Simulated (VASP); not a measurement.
# ErH (Fm-3m) in VASP: single point with PBE

Aim: the single point of ErH with PBE.

Program: VASP 6.6.1. These are calculated values, not measurements. Logs are shortened: lines on timing, memory, paths and dates and some standing lists are left out, and cuts for length are marked.

## (1) The cell of the first run

Symmetry: Fm-3m, No. 225, cubic system. The conventional cell has a = 4.872 Å, b = 4.872 Å, c = 4.872 Å, α = 90.00°, β = 90.00°, γ = 90.00°. Er (site symmetry m-3m) has 6 H at 2.44 Å within 3.2 Å. Within 3.2 Å of H (site symmetry m-3m) lie 6 Er at 2.44 Å.

## (2) Single point, PBE, collinear spin, ferromagnetic start

INCAR

```
SYSTEM = ErH
PREC = Accurate
ENCUT = 520
EDIFF = 1E-7
ISMEAR = -1
SIGMA = 0.05
LREAL = .False.
LASPH = .True.
NELM = 150
ALGO = Normal
ISIF = 2
LWAVE = .False.
LCHARG = .True.
ISPIN = 2
MAGMOM = 3 0
LORBIT = 11
LMAXMIX = 6
GGA = PE
LELF = .True.
LVHAR = .True.
NBANDS = 22
```

KPOINTS

```
Automatic mesh
0
Gamma
  9 9 9
  0 0 0
```

POSCAR

```
ErH
1.0
    0.0000000000      2.4358500000      2.4358500000
    2.4358500000      0.0000000000      2.4358500000
    2.4358500000      2.4358500000      0.0000000000
Er H
1 1
Direct
    0.0000000000      0.0000000000      0.0000000000
    0.5000000000      0.5000000000      0.5000000000
```

Potentials or basis: VASP PAW PBE potentials, release 64 (Er, H).

Launch:

```
$ cat potpaw_PBE.64/Er/POTCAR potpaw_PBE.64/H/POTCAR > POTCAR
$ mpirun -np 1 vasp_std > vasp.out
```

OUTCAR:

```text
SYSTEM = ErH
   PREC = Accurate
   ENCUT = 520
   EDIFF = 1E-7
   ISMEAR = -1
   LREAL = .False.
   LASPH = .True.
   NELM = 150
   ISIF = 2
   ISPIN = 2
   LORBIT = 11
   GGA = PE

 ion  position               nearest neighbor table
   1  0.000  0.000  0.000-
   2  0.500  0.500  0.500-

  LATTYP: Found a face centered cubic cell.
 ALAT       =     4.8717000000

  Lattice vectors:

 A1 = (   0.0000000000,   2.4358500000,   2.4358500000)
 A2 = (   2.4358500000,   0.0000000000,   2.4358500000)
 A3 = (   2.4358500000,   2.4358500000,   0.0000000000)

Analysis of symmetry for initial positions (statically):
=====================================================================
 Subroutine PRICEL returns:
 Original cell was already a primitive cell.

 Routine SETGRP: Setting up the symmetry group for a
 face centered cubic supercell.

 Subroutine GETGRP returns: Found 48 space group operations
 (whereof 48 operations were pure point group operations)
 out of a pool of 48 trial point group operations.

The static configuration has the point symmetry O_h .

Analysis of symmetry for dynamics (positions and initial velocities):
=====================================================================
 Subroutine PRICEL returns:
 Original cell was already a primitive cell.

 Routine SETGRP: Setting up the symmetry group for a
 face centered cubic supercell.

 Subroutine GETGRP returns: Found 48 space group operations
 (whereof 48 operations were pure point group operations)
 out of a pool of 48 trial point group operations.

The dynamic configuration has the point symmetry O_h .

Analysis of structural, dynamic, and magnetic symmetry:
=====================================================================
 Subroutine PRICEL returns:
 Original cell was already a primitive cell.

 Routine SETGRP: Setting up the symmetry group for a
 face centered cubic supercell.

 Subroutine GETGRP returns: Found 48 space group operations
 (whereof 48 operations were pure point group operations)
 out of a pool of 48 trial point group operations.

The overall configuration has the point symmetry O_h .

 Subroutine INISYM returns: Found 48 space group operations
 (whereof 48 operations are pure point group operations),
 and found     1 'primitive' translations

----------------------------------------------------------------------------------------

                                     Primitive cell

  volume of cell :      28.9056

  direct lattice vectors                    reciprocal lattice vectors
     0.000000000  2.435850000  2.435850000    -0.205267155  0.205267155  0.205267155
     2.435850000  0.000000000  2.435850000     0.205267155 -0.205267155  0.205267155
     2.435850000  2.435850000  0.000000000     0.205267155  0.205267155 -0.205267155

  length of vectors
     3.444812106  3.444812106  3.444812106     0.355533142  0.355533142  0.355533142

  position of ions in fractional coordinates (direct lattice)
     0.000000000  0.000000000  0.000000000
     0.500000000  0.500000000  0.500000000

  ion indices of the primitive-cell ions
   primitive index   ion index
                 1           1
                 2           2

----------------------------------------------------------------------------------------

 KPOINTS: Automatic mesh

Automatic generation of k-mesh.
 Grid dimensions read from file:
 generate k-points for:    9    9    9

 Generating k-lattice:

  Cartesian coordinates                     Fractional coordinates (reciprocal lattice)
    -0.022807462  0.022807462  0.022807462     0.111111111  0.000000000  0.000000000
     0.022807462 -0.022807462  0.022807462     0.000000000  0.111111111  0.000000000
     0.022807462  0.022807462 -0.022807462     0.000000000  0.000000000  0.111111111

  Length of vectors
     0.039503682  0.039503682  0.039503682

  Shift w.r.t. Gamma in fractional coordinates (k-lattice)
     0.000000000  0.000000000  0.000000000

 Subroutine IBZKPT returns following result:
 ===========================================

 Found     35 irreducible k-points:

 Following reciprocal coordinates:
            Coordinates               Weight
  0.000000  0.000000  0.000000      1.000000
  0.111111  0.000000  0.000000      8.000000
  0.222222  0.000000  0.000000      8.000000
  0.333333  0.000000  0.000000      8.000000
  0.444444  0.000000  0.000000      8.000000
  0.111111  0.111111  0.000000      6.000000
[... 16 lines left out ...]
 -0.333333  0.333333  0.000000     12.000000
  0.444444  0.444444  0.000000      6.000000
 [... further k-points ...]
   k-points           NKPTS =     35   k-points in BZ     NKDIM =     35   number of bands    NBANDS=     22
   number of dos      NEDOS =    301   number of ions     NIONS =      2
   total plane-waves  NPLWV =  21952
   dimension x,y,z NGX =    28 NGY =   28 NGZ =   28
   dimension x,y,z NGXF=    56 NGYF=   56 NGZF=   56
   ions per type =               1   1
   NGX,Y,Z   is equivalent  to a cutoff of  13.51, 13.51, 13.51 a.u.
   NGXF,Y,Z  is equivalent  to a cutoff of  27.03, 27.03, 27.03 a.u.
 SYSTEM =  ErH
   PREC   = accura    normal or accurate (medium, high low for compatibility)
   ISTART =      0    job   : 0-new  1-cont  2-samecut
   ICHARG =      2    charge: 1-file 2-atom 10-const
   ISPIN  =      2    spin polarized calculation?
   LNONCOLLINEAR =      F non collinear calculations
   LSORBIT =      F    spin-orbit coupling
   LASPH  =      T    aspherical Exc in radial PAW
   ENCUT  =  520.0 eV  38.22 Ry    6.18 a.u.   6.41  6.41  6.41*2*pi/ulx,y,z
   NELM   =    150;   NELMIN=  2; NELMDL= -5     # of ELM steps
   EDIFF  = 0.1E-06   stopping-criterion for ELM
   LREAL  =      F    real-space projection
   EDIFFG = 0.1E-05   stopping-criterion for IOM
   NSW    =      0    number of steps for IOM
   IBRION =     -1    ionic relax: 0-MD 1-quasi-New 2-CG
   NFREE  =      0    steps in history (QN), initial steepest desc. (CG)
   ISIF   =      2    stress and relaxation
   ISYM   =      2    0-nonsym 1-usesym 2-fastsym
   POTIM  = 0.5000    time-step for ionic-motion
   TEBEG  =    0.0;   TEEND  =   0.0 temperature during run
   PSTRESS=    0.0 pullay stress
   NELECT =      23.0000    total number of electrons
   NUPDOWN=      -1.0000    fix difference up-down
   EMIN   =  10.00;   EMAX   =-10.00  energy-range for DOS
   EFERMI =   0.00;   METHOD = LEGACY
   ISMEAR =    -1;   SIGMA  =   0.05  broadening in eV -4-tet -1-fermi 0-gaus
   EFERMI_NEDOS =   21; number of points for ismear=-14 and -15
   IALGO  =     38    algorithm
   IMIX   =      4    mixing-type and parameters
     AMIX     =   0.40;   BMIX     =  1.00
     AMIX_MAG =   1.60;   BMIX_MAG =  1.00
  volume/ion in A,a.u.               =      14.45        97.53
  Fermi-wavevector in a.u.,A,eV,Ry     =   1.517016  2.866745 31.311609  2.301338
  Thomas-Fermi vector in A             =   2.626328
   LORBIT       =     11    0 simple, 1 ext, 2 COOP (PROOUT), +10 PAW based schemes
   GGA     = PE    functional components
   LHFCALC =     F    Hartree Fock is set to
   AEXX    =    0.0000 exact exchange contribution
   IVDW    =     0    specifies the selected vdW correction
   LEPSILON=     F    determine dielectric tensor
   LRPA    =     F    only Hartree local field effects (RPA)
 spin polarized calculation
  energy-cutoff  :      520.00
  volume of cell :       28.91
 maximum number of plane-waves:       793
 NGX is ok and might be reduce to    28
   NGX = 13   NGY = 13   NGZ = 13

 number of electron      23.0000004 magnetization       2.4425526

 Free energy of the ion-electron system (eV)
  ---------------------------------------------------
  ext. energy  EPLUGINS =         0.00000000
  ---------------------------------------------------
  free energy    TOTEN  =        -9.13284067 eV

  energy without entropy =       -9.05626494  energy(sigma->0) =       -9.09455280

 E-fermi :   3.1864     XC(G=0): -10.9705

 val. band max:        3.1791694828   @ k =   0.3333   0.2222   0.0000
 cond. band min:       3.1927846884   @ k =   0.3333   0.0000   0.0000
 fundamental gap:      0.0136152056
 Fermi energy:         3.1863509298

 spin component 1

 k-point     1 :       0.0000    0.0000    0.0000
  band No.  band energies     occupation
      1     -46.0984      1.00000
      2     -19.8148      1.00000
      3     -19.8148      1.00000
      4     -19.8148      1.00000
      5      -4.6844      1.00000
      6       0.3095      1.00000
[... 14 lines left out ...]
     21      15.3618      0.00000
     22      15.3618      0.00000
[... 552 lines left out ...]
  band No.  band energies     occupation
      1     -46.0189      1.00000
      2     -20.5419      1.00000
      3     -20.0908      1.00000
      4     -20.0908      1.00000
      5      -2.6360      1.00000
      6       0.4827      1.00000
[... 14 lines left out ...]
     21      14.0899      0.00000
     22      23.1759      0.00000

 [... further k-points ...]

 spin component 2

 k-point     1 :       0.0000    0.0000    0.0000
  band No.  band energies     occupation
      1     -45.0216      1.00000
      2     -19.0428      1.00000
      3     -19.0428      1.00000
      4     -19.0428      1.00000
      5      -4.6450      1.00000
      6       2.6188      0.99999
[... 14 lines left out ...]
     21      15.5049      0.00000
     22      15.5049      0.00000
[... 552 lines left out ...]
  band No.  band energies     occupation
      1     -44.9342      1.00000
      2     -19.8317      1.00000
      3     -19.3413      1.00000
      4     -19.3413      1.00000
      5      -2.6033      1.00000
      6       2.4567      1.00000
[... 14 lines left out ...]
     21      14.4026      0.00000
     22      23.3980      0.00000

 [... further k-points ...]

------------------------ aborting loop because EDIFF is reached ----------------------------------------

  FORCE on cell =-STRESS in cart. coord.  units (eV):
  Direction    XX          YY          ZZ          XY          YZ          ZX
  --------------------------------------------------------------------------------------
  -------------------------------------------------------------------------------------
  Total        0.3410750      0.3410750      0.3410750      0.0000000      0.0000000     -0.0000000
  in kB       18.9050931     18.9050931     18.9050931      0.0000000      0.0000000     -0.0000000
  external PRESSURE =      18.9050931 kB  Pullay stress =       0.0000000 kB

 VOLUME and BASIS-vectors are now :
 -----------------------------------------------------------------------------
  energy-cutoff  :      520.00
  volume of cell :       28.91
      direct lattice vectors                 reciprocal lattice vectors
     0.000000000  2.435850000  2.435850000    -0.205267155  0.205267155  0.205267155
     2.435850000  0.000000000  2.435850000     0.205267155 -0.205267155  0.205267155
     2.435850000  2.435850000  0.000000000     0.205267155  0.205267155 -0.205267155

 POSITION                                       TOTAL-FORCE (eV/Angst)
 -----------------------------------------------------------------------------------
      0.00000      0.00000      0.00000        -0.000000      0.000000      0.000000
      2.43585      2.43585      2.43585         0.000000     -0.000000     -0.000000
 -----------------------------------------------------------------------------------
    total drift:                               -0.000000     -0.000000     -0.000000

  FREE ENERGIE OF THE ION-ELECTRON SYSTEM (eV)
  ---------------------------------------------------
  free  energy   TOTEN  =        -9.1328406691 eV

  energy  without entropy=       -9.0562649391  energy(sigma->0) =       -9.09455280

 total charge

# of ion       s       p       d       f       tot
--------------------------------------------------
    1        2.103   5.765   0.502  11.332  19.702
    2        0.513   0.009   0.000   0.000   0.521
--------------------------------------------------
tot          2.616   5.774   0.502  11.332  20.223

 magnetization (x)

# of ion       s       p       d       f       tot
--------------------------------------------------
    1        0.002  -0.024   0.020   2.453   2.450
    2       -0.002   0.000   0.000   0.000  -0.002
--------------------------------------------------
tot         -0.000  -0.024   0.020   2.453   2.448
```

Wall time 84 s (1 thread of AMD EPYC 9R45 (Zen 5), shared host); peak memory 0.18 GiB.

Results:

```yaml
Free_energy: -9.1328 eV
Pressure: 1.9 GPa
Net_moment: 2.44 μB per cell
Site_moments: Er +2.45; H -0.00 μB
Valence_electrons_inside_the_program's_atomic_spheres: Er 19.70; H 0.52
```

Levels at points of the mesh, in eV from the Fermi level:
Spin up:
```tsv
k point	band 9	band 10	band 11	band 12	band 13	band 14	band 15	band 16	band 17	band 18
(0.00, 0.00, 0.00)	-2.41	-1.77	-1.77	-1.77	2.58	2.58	2.58	5.14	5.14	6.24
```
Spin down:
| k point | band 8 | band 9 | band 10 | band 11 | band 12 | band 13 |
| --- | --- | --- | --- | --- | --- | --- |
| (0.00, 0.00, 0.00) | -0.57 | -0.10 | -0.10 | -0.10 | 0.15 | 2.76 |

Caveat: the magnetic or orbital state may not be the lowest; spin-orbit coupling is left out, which moves the levels of the heavy elements; semilocal functionals describe open f shells poorly, which spoils levels, moments and volumes. The state reached can hang on the start; a lower one may exist.
